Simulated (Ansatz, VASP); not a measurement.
# Two plane-wave programs on SrO

File INCAR:

```
SYSTEM = SrO
ALGO = Normal ; EDIFF = 1E-6
ENCUT = 600 ; GGA = PE
GGA_COMPAT = .FALSE. ; ISIF = 2
ISMEAR = 0 ; IVDW = 12
LASPH = .TRUE. ; LCHARG = .FALSE.
LREAL = .FALSE. ; LWAVE = .FALSE.
NBANDS = 15 ; NELM = 120
PREC = Accurate ; SIGMA = 0.1
```

KPOINTS

```
k-points
0
G
  6 6 6
  0 0 0
```

Contents of POSCAR:

```
SrO
1.0
    0.0000000000      2.5698000000      2.5698000000
    2.5698000000      0.0000000000      2.5698000000
    2.5698000000      2.5698000000      0.0000000000
Sr O
1 1
Direct
    0.0000000000      0.0000000000      0.0000000000
    0.5000000000      0.5000000000      0.5000000000
```

Input for Ansatz:

```yaml
crystal:
  lattice:
    - [0.0, 2.5698, 2.5698]
    - [2.5698, 0.0, 2.5698]
    - [2.5698, 2.5698, 0.0]
  atoms:
    - { symbol: Sr, position: [0.0, 0.0, 0.0] }
    - { symbol: O, position: [0.5, 0.5, 0.5] }
basis:
  ecutwfc: 420
kpoints:
  mp_grid: { grid: [6, 6, 6] }
hamiltonian:
  xc: pbe
  dispersion: d3bj
scf:
  occupations: { method: gaussian, width: 0.1 }
output:
  forces: true
  stress: true
  eigenvalues: true
```

Alike in both runs: task single point; functional PBE; dispersion D3(BJ); k mesh 6 × 6 × 6; occupations gaussian, width 0.1 eV; no spin polarisation.

|  | VASP | Ansatz |
| --- | --- | --- |
| version | VASP 6.6.1 | Ansatz 0.2.0 |
| potentials or method | VASP PAW PBE potentials, release 64 (Sr_sv, O), cutoff 600 eV | scalar-relativistic, plane waves, PAW |
| valence electrons in the cell | 16 | 16 |

```csv
,VASP,Ansatz,Ansatz less VASP
gap on the k mesh at the Fermi level (eV),3.26,3.31,+0.048
least direct gap on the mesh (eV),3.35,3.39,+0.037
pressure (GPa),1.0,0.5,-0.50
```
